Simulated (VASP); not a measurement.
Write the native input for VASP 6.6.1 that does the following.

```
Task                   : single point
Functional             : PBE
Dispersion             : D3(BJ)
Potentials or basis    : VASP PAW PBE potentials, release 64 (Ca_sv, B)
Cutoff                 : 500 eV
k mesh                 : 6 × 6 × 4
Occupations            : gaussian, width 0.1 eV
Spin                   : collinear spin, zero start
Starting moments       : [0.0, 0.0, 0.0] μB
Dipole correction      : no
Further INCAR settings : ALGO = Normal; EDIFF = 1e-06; NBANDS = 19
```

The structure of CaB2 lies in POSCAR:

```
CaB2
1.0
    3.2264302843      0.0000000000      0.0000000000
   -1.6132151421      2.7941705897      0.0000000000
    0.0000000000      0.0000000000      4.0673920000
Ca B
1 2
Direct
    0.0000000000      0.0000000000      0.0000000000
    0.3333333333      0.6666666667      0.5000000000
    0.6666666667      0.3333333333      0.5000000000
```

The input as run:

INCAR

```
SYSTEM = CaB2
ALGO = Normal
EDIFF = 1E-6
ENCUT = 500
GGA = PE
GGA_COMPAT = .False.
ISIF = 2
ISMEAR = 0
ISPIN = 2
IVDW = 12
LASPH = .True.
LCHARG = .True.
LELF = .True.
LORBIT = 11
LREAL = .False.
LVHAR = .True.
LWAVE = .False.
MAGMOM = 0 0 0
NBANDS = 19
NELM = 200
PREC = Accurate
SIGMA = 0.1
```

KPOINTS

```
k-points
0
Gamma
  6 6 4
  0 0 0
```

Potentials or basis: VASP PAW PBE potentials, release 64 (Ca_sv, B).

Run with:

```bash
$ cat potpaw_PBE.64/Ca_sv/POTCAR potpaw_PBE.64/B/POTCAR > POTCAR
$ mpirun -np 1 vasp_std > vasp.out
```

It gave:

```yaml
Pressure: -3.7 GPa
Band_gap_on_the_k_mesh: zero (filled and empty bands overlap)
Net_moment: 0.00 μB per cell
Valence_electrons_inside_the_program's_atomic_spheres: Ca 8.29; B 1.79
Dispersion_energy_per_atom: -0.281 eV
```

Caveat: the k points lie up to 0.39 Å⁻¹ apart, too coarse for converged energies and pressures of a metal; three body term missing.

Run time: 18 s on 1 thread of Intel(R) Xeon(R) 6975P-C (Granite Rapids), on a shared host, peak memory 0.17 GiB.
